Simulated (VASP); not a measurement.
**GaAs: G0W0 quasiparticle levels with PBE**

Crystal: GaAs.

```
CELL_PARAMETERS angstrom
0.00000 2.83309 2.83309
2.83309 0.00000 2.83309
2.83309 2.83309 0.00000
ATOMIC_POSITIONS crystal
Ga 0.00000 0.00000 0.00000
As 0.25000 0.25000 0.25000
```

```
Program                         : VASP 6.6.1
Task                            : G0W0 quasiparticle levels
Functional                      : PBE
Potentials or basis             : VASP PAW PBE potentials, release 64 (Ga_d_GW, As_GW)
Cutoff                          : 500 eV
k mesh                          : 4 × 4 × 4
Occupations                     : gaussian, width 0.01 eV
Spin                            : no spin polarisation
Dipole correction               : no
GW scheme                       : G0W0
GW iterations                   : 1
Cutoff of the response function : 80
Frequency points                : 48
Empty bands                     : 73
Further INCAR settings          : ALGO = EVGW0; EDIFF = 1e-08; NBANDS = 82
```

The band gap on the k mesh, mean-field level is 0.45 eV, direct and the quasiparticle gap is 1.34 eV. The least direct quasiparticle gap is 1.34 eV.

Levels at points of the mesh, in eV from the valence-band top:
| k point | band 5 | band 6 | band 7 | band 8 | band 9 | band 10 | band 11 | band 12 | band 13 |
| --- | --- | --- | --- | --- | --- | --- | --- | --- | --- |
| (0.00, 0.00, 0.00) | -14.77 | -12.68 | 0.00 | 0.00 | 0.00 | 0.45 | 3.69 | 3.69 | 3.69 |
| (0.50, 0.00, 0.00) | -14.77 | -10.93 | -6.62 | -1.14 | -1.14 | 0.96 | 4.60 | 4.60 | 7.73 |
| (0.50, 0.50, 0.00) | -14.76 | -10.20 | -6.81 | -2.67 | -2.67 | 1.45 | 1.64 | 10.09 | 10.09 |

Run time: 2.8 min on 1 thread of Intel Xeon 6975P-C (shared host), peak memory 0.44 GiB.

Caveat: the k points lie up to 0.48 Å⁻¹ apart; bands, screening cutoff and mesh are small and nothing is extrapolated, so the quasiparticle values aren't converged.
